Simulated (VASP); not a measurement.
# AgCl in VASP: notebook, part 2 of 2

VASP 6.6.1. The steps go on from the part before.

## Step 4: Single point, PBE

The input, INCAR:

```
ALGO = Normal ; EDIFF = 1E-7
ENCUT = 520 ; GGA = PE
ISIF = 2 ; ISMEAR = -1
LASPH = T ; LCHARG = T
LELF = T ; LREAL = F
LVHAR = T ; LWAVE = F
NBANDS = 16 ; NELM = 60
PREC = Accurate ; SIGMA = 0.05
```

The input, KPOINTS:

```
k-points
0
Gamma
  14 14 14
```

The input, POSCAR:

```
AgCl
1.0
    0.0000000000      2.7350000000      2.7350000000
    2.7350000000      0.0000000000      2.7350000000
    2.7350000000      2.7350000000      0.0000000000
Ag Cl
1 1
Direct
    0.0000000000      0.0000000000      0.0000000000
    0.5000000000      0.5000000000      0.5000000000
```

Potentials or basis: VASP PAW PBE potentials, release 64 (Ag, Cl).

Launch:

```console
$ cat potpaw_PBE.64/Ag/POTCAR potpaw_PBE.64/Cl/POTCAR > POTCAR
$ mpirun -np 1 vasp_std > vasp.out
```

OUTCAR:

```text
EDIFF = 1E-7
   ENCUT = 520
   GGA = PE
   ISIF = 2
   ISMEAR = -1
   LASPH = T
   LREAL = F
   NELM = 60
   PREC = Accurate

 ion  position               nearest neighbor table
   1  0.000  0.000  0.000-   2 2.73   2 2.73   2 2.73   2 2.73   2 2.73   2 2.73
   2  0.500  0.500  0.500-   1 2.73   1 2.73   1 2.73   1 2.73   1 2.73   1 2.73

  LATTYP: Found a face centered cubic cell.
 ALAT       =     5.4700000000

  Lattice vectors:

[... 191 lines left out ...]
      5       1.7859      2.00000
      6       1.7859      2.00000
[... 433 lines left out ...]
      3       0.6234      2.00000
      4       0.7299      2.00000
      5       1.7718      2.00000
      6       2.0104      2.00000
[... 8 lines left out ...]
     15      18.0787      0.00000
     16      18.7754      0.00000

 [... further k-points ...]
[... 5 lines left out ...]
  --------------------------------------------------------------------------------------
  -------------------------------------------------------------------------------------
  Total        0.9633617      0.9633617      0.9633617      0.0000000      0.0000000      0.0000000
  in kB       37.7222842     37.7222842     37.7222842      0.0000000      0.0000000      0.0000000
  external PRESSURE =      37.7222842 kB  Pullay stress =       0.0000000 kB

 VOLUME and BASIS-vectors are now :
 -----------------------------------------------------------------------------
  energy-cutoff  :      520.00
  volume of cell :       40.92
      direct lattice vectors                 reciprocal lattice vectors
     0.000000000  2.735000000  2.735000000    -0.182815356  0.182815356  0.182815356
     2.735000000  0.000000000  2.735000000     0.182815356 -0.182815356  0.182815356
     2.735000000  2.735000000  0.000000000     0.182815356  0.182815356 -0.182815356

 POSITION                                       TOTAL-FORCE (eV/Angst)
 -----------------------------------------------------------------------------------
      0.00000      0.00000      0.00000         0.000000      0.000000      0.000000
      2.73500      2.73500      2.73500        -0.000000     -0.000000      0.000000
 -----------------------------------------------------------------------------------
    total drift:                               -0.000000      0.000000      0.000000

  FREE ENERGIE OF THE ION-ELECTRON SYSTEM (eV)
  ---------------------------------------------------
  free  energy   TOTEN  =        -5.3656560682 eV

  energy  without entropy=       -5.3656552953  energy(sigma->0) =       -5.36565568
```

It took 59 s on 1 thread of Intel Xeon Platinum 8259CL at 2.50GHz (Skylake/Cascade Lake), shared host; peak memory 0.21 GiB.

What came out:

```
Free energy            : -5.3657 eV
Pressure               : 3.8 GPa
Band gap on the k mesh : 0.90 eV (least direct gap 3.16 eV)
```

Levels at points of the mesh, in eV from the valence-band top:
```
           k point  band 7  band 8  band 9  band 10  band 11  band 12
(0.00, 0.00, 0.00)   -2.50   -2.50   -2.50     0.90    10.84    10.84
(0.50, 0.00, 0.00)   -1.87    0.00    0.00     4.13     6.77     7.59
(0.50, 0.50, 0.00)   -2.08   -2.08   -1.96     2.31     7.96     8.77
```

Caveat: the cell stands under pressure. Expect the measured gap to be larger: semilocal functionals such as PBE lack the derivative discontinuity.

## Step 5: Single point, PBE+U

The input, INCAR:

```
  PREC = Accurate
  ENCUT = 520
  EDIFF = 1E-7
  ISMEAR = 0
  SIGMA = 0.1
  LREAL = False
  LASPH = True
  NELM = 150
  ALGO = Normal
  ISIF = 2
  LWAVE = False
  LCHARG = False
  LMAXMIX = 4
  LDAU = True
  LDAUTYPE = 2
  LDAUL = 2 -1
  LDAUU = 6 0
  LDAUJ = 0 0
  LDAUPRINT = 1
  GGA = PE
  NBANDS = 16
```

The input, KPOINTS:

```
regular mesh
0
Gamma
  6 6 6
```

The input, POSCAR:

```
AgCl
1.0
    0.0000000000      2.7350000000      2.7350000000
    2.7350000000      0.0000000000      2.7350000000
    2.7350000000      2.7350000000      0.0000000000
Ag Cl
1 1
Direct
   -0.0171980000      0.0112950000     -0.0044850000
    0.4962840000      0.5090750000      0.5035600000
```

Launch:

```console
$ cat potpaw_PBE.64/Ag/POTCAR potpaw_PBE.64/Cl/POTCAR > POTCAR
$ mpirun -np 1 vasp_std > vasp.out
```

Wall time 67 s (1 thread of Intel Xeon Platinum 8259CL at 2.50GHz (Skylake/Cascade Lake), shared host); peak memory 0.21 GiB.

The run converged. Its results:

```yaml
Free_energy: -4.0173 eV
Pressure: 3.1 GPa
Largest_force: 0.107 eV/Å
Band_gap_on_the_k_mesh: 2.09 eV (least direct gap 3.56 eV)
```

Forces in eV/Å, atoms in the order of the input:
```
Ag   0.024  0.093  0.047
Cl  -0.024 -0.093 -0.047
```

Stress tensor (GPa, compression positive):
```
 3.03 -0.02 -0.01
-0.02  3.22 -0.03
-0.01 -0.03  3.07
```

Levels at points of the mesh, in eV from the valence-band top:
```tsv
k point	band 6	band 7	band 8	band 9	band 10	band 11	band 12	band 13
(0.00, 0.00, 0.00)	-3.70	-1.48	-1.48	-1.47	2.09	11.43	11.45	11.46
(0.50, 0.00, 0.00)	-3.39	-2.56	-0.01	0.00	5.27	7.93	8.75	8.76
(0.00, 0.50, 0.00)	-3.39	-2.56	-0.02	-0.01	5.27	7.93	8.75	8.77
(0.00, 0.00, 0.50)	-3.39	-2.56	-0.01	-0.01	5.27	7.93	8.75	8.76
(0.50, 0.50, 0.50)	-3.39	-2.55	0.00	0.00	5.27	7.93	8.75	8.75
(0.50, 0.50, 0.00)	-3.27	-3.19	-2.25	-2.25	3.54	8.52	9.89	12.92
(0.00, 0.50, 0.50)	-3.27	-3.19	-2.25	-2.24	3.54	8.52	9.89	12.92
(0.50, 0.00, 0.50)	-3.27	-3.19	-2.26	-2.26	3.54	8.53	9.90	12.91
```

Eigenvalues of the final occupation matrices:
| site | spin | trace | eigenvalues |
| --- | --- | --- | --- |
| site 1 d | 1 | 4.83 | 0.96 0.96 0.96 0.98 0.98 |
| site 1 d | 2 | 4.83 | 0.96 0.96 0.96 0.98 0.98 |

Caveat: the cell stands under pressure.

## Step 6: Single point, PBE+U

The input, INCAR:

```
SYSTEM = AgCl
PREC = Accurate
ENCUT = 520
EDIFF = 1E-7
ISMEAR = 0
SIGMA = 0.1
LREAL = .FALSE.
LASPH = .TRUE.
NELM = 150
ALGO = Normal
ISIF = 2
LWAVE = .FALSE.
LCHARG = .FALSE.
LMAXMIX = 4
LDAU = .TRUE.
LDAUTYPE = 2
LDAUL = 2 -1
LDAUU = 6 0
LDAUJ = 0 0
LDAUPRINT = 1
GGA = PE
NBANDS = 16
```

The input, KPOINTS:

```
regular mesh
0
G
  6 6 6
  0 0 0
```

POSCAR is that of step 5.

Potentials or basis: VASP PAW PBE potentials, release 64 (Ag, Cl).

Launch:

```console
$ cat potpaw_PBE.64/Ag/POTCAR potpaw_PBE.64/Cl/POTCAR > POTCAR
$ mpirun -np 1 vasp_std > vasp.out
```

Wall time 67 s (1 thread of Intel Xeon Platinum 8259CL at 2.50GHz (Skylake/Cascade Lake), shared host); peak memory 0.22 GiB.

The run converged. Its results:

| Item | Value |
| --- | --- |
| Free energy | -4.0173 eV |
| Pressure | 3.1 GPa |
| Largest force | 0.107 eV/Å |
| Band gap on the k mesh | 2.09 eV (least direct gap 3.56 eV) |

Forces on the atoms (eV/Å):
```
Ag   0.024  0.093  0.047
Cl  -0.024 -0.093 -0.047
```

Stress tensor (GPa, compression positive):
```
 3.03 -0.02 -0.01
-0.02  3.22 -0.03
-0.01 -0.03  3.07
```

Levels at points of the mesh, in eV from the valence-band top:
```tsv
k point	band 7	band 8	band 9	band 10	band 11	band 12
(0.00, 0.00, 0.00)	-1.48	-1.48	-1.47	2.09	11.43	11.45
(0.50, 0.00, 0.00)	-2.56	-0.01	0.00	5.27	7.93	8.75
(0.00, 0.50, 0.00)	-2.56	-0.02	-0.01	5.27	7.93	8.75
(0.00, 0.00, 0.50)	-2.56	-0.01	-0.01	5.27	7.93	8.75
(0.50, 0.50, 0.50)	-2.55	0.00	0.00	5.27	7.93	8.75
(0.50, 0.50, 0.00)	-3.19	-2.25	-2.25	3.54	8.52	9.89
(0.00, 0.50, 0.50)	-3.19	-2.25	-2.24	3.54	8.52	9.89
(0.50, 0.00, 0.50)	-3.19	-2.26	-2.26	3.54	8.53	9.90
```

Eigenvalues of the final occupation matrices:
```tsv
site	spin	trace	eigenvalues
site 1 d	1	4.83	0.96 0.96 0.96 0.98 0.98
site 1 d	2	4.83	0.96 0.96 0.96 0.98 0.98
```

Caveat: the cell stands under pressure.

## Step 7: Summary

```tsv
level	U	cell	k mesh	smearing	gap on the mesh (eV)	pressure (GPa)
r2SCAN	-	as given, atomic positions A	7 × 7 × 7	methfessel-paxton 0.05 eV	1.51	2.2
PBE	-	as given, atomic positions A	10 × 10 × 10	fermi-dirac 0.05 eV	0.90	3.8
PBE	-	as given, atomic positions A	14 × 14 × 14	fermi-dirac 0.05 eV	0.90	3.8
PBE+U	Ag d U = 6.0 eV	as given, atomic positions B	6 × 6 × 6	gaussian 0.1 eV	2.09	3.1
```

Alike in all rows: task single point; potentials or basis VASP PAW PBE potentials, release 64 (Ag, Cl); no spin polarisation; cutoff (eV) 520.

The pressure there spans 2.2 GPa (r2SCAN) to 3.8 GPa (PBE); a positive pressure means that this level wants a larger cell, a negative one a smaller.

Caveats: the cell stands under pressure (at least some runs); the PAW data sets were made with another functional, which shifts forces and pressure a little (at least some runs); an odd mesh through Γ misses points on the zone boundary, where band edges can lie (at least some runs).

Total energies depend on the potentials used, so only differences within one code and one set of settings carry meaning.
